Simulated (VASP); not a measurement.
# Sb (Pm-3m) in VASP: notebook, part 2 of 2

VASP 6.6.1. Earlier steps stand in the parts before.

### 4 Single point, PBE (volume scaled by 1.03)

INCAR reads:

```
SYSTEM = Sb
PREC = Accurate
ENCUT = 520
EDIFF = 1E-7
ISMEAR = 0
SIGMA = 0.1
LREAL = .False.
LASPH = .True.
NELM = 100
ALGO = Normal
ISIF = 2
LWAVE = .False.
LCHARG = .False.
GGA = PE
NBANDS = 8
```

KPOINTS reads:

```
regular mesh
0
Gamma
  18 18 18
  0 0 0
```

POSCAR reads:

```
Sb
1.0
    3.1403283718      0.0000000000      0.0000000000
    0.0000000000      3.1403283718      0.0000000000
    0.0000000000      0.0000000000      3.1403290784
Sb
1
Direct
    0.0000000000      0.0000000000      0.0000000000
```

Potentials or basis: VASP PAW PBE potentials, release 64 (Sb).

Run with:

```bash
cat potpaw_PBE.64/Sb/POTCAR > POTCAR
mpirun -np 1 vasp_std > vasp.out
```

OUTCAR:

```text
SYSTEM = Sb
   PREC = Accurate
   ENCUT = 520
   EDIFF = 1E-7
   ISMEAR = 0
   LREAL = .False.
   LASPH = .True.
   NELM = 100
   ISIF = 2
   GGA = PE

 ion  position               nearest neighbor table
   1  0.000  0.000  0.000-

  LATTYP: Found a simple cubic cell.
 ALAT       =     3.1403283718

  Lattice vectors:

 A1 = (   3.1403283718,   0.0000000000,   0.0000000000)
 A2 = (   0.0000000000,   3.1403283718,   0.0000000000)
 A3 = (   0.0000000000,   0.0000000000,   3.1403290784)

[... 443 lines left out ...]

 [... further k-points ...]

------------------------ aborting loop because EDIFF is reached ----------------------------------------

  FORCE on cell =-STRESS in cart. coord.  units (eV):
  Direction    XX          YY          ZZ          XY          YZ          ZX
  --------------------------------------------------------------------------------------
  -------------------------------------------------------------------------------------
  Total       -0.3006650     -0.3006650     -0.3006651     -0.0000000     -0.0000000     -0.0000000
  in kB      -15.5549317    -15.5549317    -15.5549387     -0.0000000     -0.0000000     -0.0000000
  external PRESSURE =     -15.5549340 kB  Pullay stress =       0.0000000 kB

 VOLUME and BASIS-vectors are now :
 -----------------------------------------------------------------------------
  energy-cutoff  :      520.00
  volume of cell :       30.97
      direct lattice vectors                 reciprocal lattice vectors
     3.140328372  0.000000000  0.000000000     0.318438036  0.000000000  0.000000000
     0.000000000  3.140328372  0.000000000     0.000000000  0.318438036  0.000000000
     0.000000000  0.000000000  3.140329078     0.000000000  0.000000000  0.318437965

 POSITION                                       TOTAL-FORCE (eV/Angst)
 -----------------------------------------------------------------------------------
      0.00000      0.00000      0.00000         0.000000      0.000000      0.000000
 -----------------------------------------------------------------------------------
    total drift:                               -0.000000      0.000000      0.000000

  FREE ENERGIE OF THE ION-ELECTRON SYSTEM (eV)
  ---------------------------------------------------
  free  energy   TOTEN  =        -4.0892993079 eV

  energy  without entropy=       -4.0868668812  energy(sigma->0) =       -4.08808309
```

OSZICAR:

```text
N       E                     dE             d eps       ncg     rms          rms(c)
DAV:   1     0.521380412110E+01    0.52138E+01   -0.15892E+03  3528   0.402E+02
DAV:   2    -0.397322546893E+01   -0.91870E+01   -0.88545E+01  5048   0.517E+01
DAV:   3    -0.408404410127E+01   -0.11082E+00   -0.11064E+00  4144   0.654E+00
DAV:   4    -0.408453138225E+01   -0.48728E-03   -0.48727E-03  5320   0.515E-01
DAV:   5    -0.408453309720E+01   -0.17150E-05   -0.17152E-05  4512   0.197E-02    0.181E+00
DAV:   6    -0.408731573985E+01   -0.27826E-02   -0.94505E-04  4680   0.199E-01    0.107E+00
DAV:   7    -0.408924096655E+01   -0.19252E-02   -0.23009E-03  3920   0.305E-01    0.789E-02
DAV:   8    -0.408929540821E+01   -0.54442E-04   -0.82083E-05  4808   0.615E-02    0.622E-03
DAV:   9    -0.408929875879E+01   -0.33506E-05   -0.25914E-06  4728   0.102E-02    0.202E-03
DAV:  10    -0.408929936117E+01   -0.60238E-06   -0.92371E-07  4288   0.518E-03    0.707E-04
DAV:  11    -0.408929930789E+01    0.53276E-07   -0.10399E-08  3600   0.664E-04
   1 F= -.40892993E+01 E0= -.40880831E+01  d E =-.243243E-02
```

It took 34 s on 1 thread of Intel Xeon 8259CL, shared host; peak memory 0.18 GiB.

Results:

| Property | Result |
| --- | --- |
| Free energy | -4.0893 eV |
| Pressure | -1.6 GPa |

Levels at points of the mesh, in eV from the Fermi level:
```
           k point  band 1  band 2  band 3  band 4  band 5  band 6  band 7  band 8
(0.00, 0.00, 0.00)  -12.13    3.14    3.14    3.14    6.86    6.86    8.01   17.40
(0.50, 0.00, 0.00)   -9.85   -5.35    5.03    5.03    8.87   10.47   11.23   11.30
(0.50, 0.50, 0.00)   -7.44   -3.40   -3.40    2.29    6.93   12.51   13.12   13.13
(0.50, 0.50, 0.50)   -4.77   -1.57   -1.57   -1.57    4.86    4.86    4.86    7.01
```

Caveat: spin-orbit coupling is left out, which moves the levels of the heavy elements.

### 5 Single point, PBE (volume scaled by 1.06)

INCAR reads:

```
SYSTEM = Sb
PREC = Accurate
ENCUT = 520
EDIFF = 1E-7
ISMEAR = 0
SIGMA = 0.1
LREAL = .FALSE.
LASPH = .TRUE.
NELM = 100
ALGO = Normal
ISIF = 2
LWAVE = .FALSE.
LCHARG = .TRUE.
GGA = PE
LELF = .TRUE.
LVHAR = .TRUE.
NBANDS = 8
```

KPOINTS reads:

```
Automatic mesh
0
G
  18 18 18
  0 0 0
```

POSCAR reads:

```
Sb
1.0
    3.1705259272      0.0000000000      0.0000000000
    0.0000000000      3.1705259272      0.0000000000
    0.0000000000      0.0000000000      3.1705259272
Sb
1
Direct
    0.0000000000      0.0000000000      0.0000000000
```

Potentials or basis: VASP PAW PBE potentials, release 64 (Sb).

Run with:

```bash
cat potpaw_PBE.64/Sb/POTCAR > POTCAR
mpirun -np 1 vasp_std > vasp.out
```

OUTCAR:

```text
SYSTEM = Sb
   PREC = Accurate
   ENCUT = 520
   EDIFF = 1E-7
   ISMEAR = 0
   LREAL = .FALSE.
   LASPH = .TRUE.
   NELM = 100
   ISIF = 2
   GGA = PE

 ion  position               nearest neighbor table
   1  0.000  0.000  0.000-

  LATTYP: Found a simple cubic cell.
 ALAT       =     3.1705259272

  Lattice vectors:

 A1 = (   3.1705259272,   0.0000000000,   0.0000000000)
 A2 = (   0.0000000000,   3.1705259272,   0.0000000000)
 A3 = (   0.0000000000,   0.0000000000,   3.1705259272)

Analysis of symmetry for initial positions (statically):
=====================================================================
 Subroutine PRICEL returns:
 Original cell was already a primitive cell.

 Routine SETGRP: Setting up the symmetry group for a
 simple cubic supercell.

 Subroutine GETGRP returns: Found 48 space group operations
 (whereof 48 operations were pure point group operations)
 out of a pool of 48 trial point group operations.

The static configuration has the point symmetry O_h .

Analysis of symmetry for dynamics (positions and initial velocities):
=====================================================================
 Subroutine PRICEL returns:
[... 154 lines left out ...]
  energy without entropy =       -4.07437031  energy(sigma->0) =       -4.07559760

 E-fermi :   6.3470     XC(G=0):  -9.3438

 val. band max:        6.3394013426   @ k =   0.4444   0.3333   0.3333
 cond. band min:       6.3872717876   @ k =   0.4444   0.2778   0.2222
 fundamental gap:      0.0478704450
 Fermi energy:         6.3470406275

 k-point     1 :       0.0000    0.0000    0.0000
  band No.  band energies     occupation
      1      -5.5693      2.00000
      2       9.4260      0.00000
      3       9.4260      0.00000
      4       9.4260      0.00000
      5      13.1866      0.00000
      6      13.1866      0.00000
      7      14.1952      0.00000
      8      23.5852      0.00000
[... 243 lines left out ...]
 k-point    24 :       0.3333    0.1111    0.0000
  band No.  band energies     occupation
      1      -4.0292      2.00000
      2       3.0445      2.00000
      3       8.9695      0.00000
      4      10.8066      0.00000
      5      14.8284      0.00000
      6      15.7117      0.00000
      7      17.3776      0.00000
      8      18.8670      0.00000

 [... further k-points ...]
[... 5 lines left out ...]
  --------------------------------------------------------------------------------------
  -------------------------------------------------------------------------------------
  Total       -0.5646979     -0.5646979     -0.5646979     -0.0000000      0.0000000      0.0000000
  in kB      -28.3878698    -28.3878698    -28.3878698     -0.0000000      0.0000000      0.0000000
  external PRESSURE =     -28.3878698 kB  Pullay stress =       0.0000000 kB

 VOLUME and BASIS-vectors are now :
 -----------------------------------------------------------------------------
  energy-cutoff  :      520.00
  volume of cell :       31.87
      direct lattice vectors                 reciprocal lattice vectors
     3.170525927  0.000000000  0.000000000     0.315405085  0.000000000  0.000000000
     0.000000000  3.170525927  0.000000000     0.000000000  0.315405085  0.000000000
     0.000000000  0.000000000  3.170525927     0.000000000  0.000000000  0.315405085

 POSITION                                       TOTAL-FORCE (eV/Angst)
 -----------------------------------------------------------------------------------
      0.00000      0.00000      0.00000         0.000000      0.000000      0.000000
 -----------------------------------------------------------------------------------
    total drift:                               -0.000000      0.000000      0.000000

  FREE ENERGIE OF THE ION-ELECTRON SYSTEM (eV)
  ---------------------------------------------------
  free  energy   TOTEN  =        -4.0768249018 eV

  energy  without entropy=       -4.0743703060  energy(sigma->0) =       -4.07559760
```

OSZICAR:

```text
N       E                     dE             d eps       ncg     rms          rms(c)
DAV:   1     0.535753118897E+01    0.53575E+01   -0.15724E+03  3528   0.397E+02
DAV:   2    -0.395403266956E+01   -0.93116E+01   -0.89763E+01  4992   0.517E+01
DAV:   3    -0.407150712109E+01   -0.11747E+00   -0.11730E+00  4168   0.660E+00
DAV:   4    -0.407201193358E+01   -0.50481E-03   -0.50481E-03  5376   0.527E-01
DAV:   5    -0.407201369888E+01   -0.17653E-05   -0.17658E-05  4416   0.202E-02    0.172E+00
DAV:   6    -0.407480172287E+01   -0.27880E-02   -0.11647E-03  4544   0.209E-01    0.101E+00
DAV:   7    -0.407676542706E+01   -0.19637E-02   -0.27590E-03  3848   0.317E-01    0.801E-02
DAV:   8    -0.407682100140E+01   -0.55574E-04   -0.94618E-05  4664   0.650E-02    0.745E-03
DAV:   9    -0.407682446099E+01   -0.34596E-05   -0.26316E-06  4712   0.103E-02    0.220E-03
DAV:  10    -0.407682488476E+01   -0.42376E-06   -0.11125E-06  4208   0.554E-03    0.391E-04
DAV:  11    -0.407682490178E+01   -0.17027E-07   -0.12731E-08  3944   0.720E-04
   1 F= -.40768249E+01 E0= -.40755976E+01  d E =-.245460E-02
```

Run time: 36 s. Hardware: 1 thread of Intel Xeon 8259CL, shared host; peak memory 0.18 GiB.

What came out:

```
Free energy : -4.0768 eV
Pressure    : -2.8 GPa
```

Caveat: spin-orbit coupling is left out, which moves the levels of the heavy elements.

### 6 Overview

```csv
cell,gap on the mesh (eV),pressure (GPa)
"a = 3.078 Å, 1 atom",none,1.8
"a = 3.110 Å, 1 atom",none,0.0
"a = 3.140 Å, 1 atom",none,-1.6
"a = 3.171 Å, 1 atom",none,-2.8
```

Alike in all rows: task single point; level PBE; potentials or basis VASP PAW PBE potentials, release 64 (Sb); no spin polarisation; k mesh 18 × 18 × 18; cutoff (eV) 520; smearing gaussian 0.1 eV.

Caveats: spin-orbit coupling is left out, which moves the levels of the heavy elements.

Absolute energies hang on the potentials; compare differences alone.
